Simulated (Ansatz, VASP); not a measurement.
# One calculation of AlP, two programs

Contents of INCAR:

```
PREC = Accurate ; ENCUT = 500
EDIFF = 1E-6 ; ISMEAR = 0
SIGMA = 0.01 ; LREAL = False
LASPH = True ; NELM = 120
ALGO = Normal ; ISIF = 2
LWAVE = False ; LCHARG = True
GGA = PE ; LELF = True
LVHAR = True ; NBANDS = 11
GGA_COMPAT = False
```

KPOINTS

```
regular mesh
0
Gamma
  6 6 6
```

POSCAR

```
AlP
1.0
    0.0000000000      2.7435501949      2.7435501949
    2.7435501949      0.0000000000      2.7435501949
    2.7435501949      2.7435501949      0.0000000000
Al P
1 1
Direct
    0.0000000000      0.0000000000      0.0000000000
    0.2500000000      0.2500000000      0.2500000000
```

Input for Ansatz:

```yaml
crystal:
  lattice:
    - [0.0, 2.7435501949060876, 2.7435501949060876]
    - [2.7435501949060876, 0.0, 2.7435501949060876]
    - [2.7435501949060876, 2.7435501949060876, 0.0]
  atoms:
    - { symbol: Al, position: [0.0, 0.0, 0.0] }
    - { symbol: P, position: [0.25, 0.25, 0.25] }
basis:
  ecutwfc: 510.0
kpoints:
  mp_grid:
    grid: [6, 6, 6]
hamiltonian:
  xc: pbe
scf:
  occupations:
    method: fixed
output:
  stress: true
```

Alike in both runs: task single point; functional PBE; k mesh 6 × 6 × 6; no spin polarisation.

|  | VASP | Ansatz |
| --- | --- | --- |
| version | VASP 6.6.1 | Ansatz 0.2.0 |
| potentials or method | VASP PAW PBE potentials, release 64 (Al, P), cutoff 500 eV | plane waves, PAW |
| occupations | gaussian, width 0.01 eV | fixed |
| valence electrons in the cell | 8 | 8 |

|  | VASP | Ansatz | Ansatz less VASP |
| --- | --- | --- | --- |
| pressure (GPa) | 0.9 | 1.0 | +0.09 |
